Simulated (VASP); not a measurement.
Write the native input for VASP 6.6.1 that does the following.

- Task: single point
- Functional: PBEsol
- Potentials or basis: VASP PAW PBE potentials, release 64 (Pb_d)
- Cutoff: 520 eV
- k mesh: 6 × 6 × 8
- Occupations: gaussian, width 0.1 eV
- Spin: no spin polarisation
- Dipole correction: no
- Further INCAR settings: ALGO = Normal; EDIFF = 1e-06; NBANDS = 28

The structure of Pb lies in POSCAR:

```
Pb
1.0
    5.6045067080      0.0000000000      0.0000000000
   -2.8022533540      4.8536451848      0.0000000000
    0.0000000000      0.0000000000      3.3225725135
Pb
3
Direct
    0.0000000000      0.0000000000      0.0000000000
    0.3333333333      0.6666666667      0.5000000000
    0.6666666667      0.3333333333      0.5000000000
```

The input as run:

INCAR

```
SYSTEM = Pb
PREC = Accurate ; ENCUT = 520
EDIFF = 1E-6 ; ISMEAR = 0
SIGMA = 0.1 ; LREAL = .False.
LASPH = .True. ; NELM = 80
ALGO = Normal ; ISIF = 2
LWAVE = .False. ; LCHARG = .False.
GGA = PS ; NBANDS = 28
```

KPOINTS

```
Automatic mesh
0
Gamma
  6 6 8
  0 0 0
```

Potentials or basis: VASP PAW PBE potentials, release 64 (Pb_d).

Command:

```console
$ cat potpaw_PBE.64/Pb_d/POTCAR > POTCAR
$ mpirun -np 1 vasp_std > vasp.out
```

It gave:

```yaml
Pressure: -0.3 GPa
Band_gap_on_the_k_mesh: zero (band 21 reaches 8.30 eV, above the bottom of band 22 at 5.02 eV)
```

Caveat: the PAW data sets were made with another functional, which shifts forces and pressure a little; spin-orbit coupling is left out, which moves the levels of the heavy elements.

Wall time 55 s on 1 thread of Intel(R) Xeon(R) Platinum 8259CL CPU @ 2.50GHz (Skylake/Cascade Lake), with other jobs on the host, peak memory 0.24 GiB.
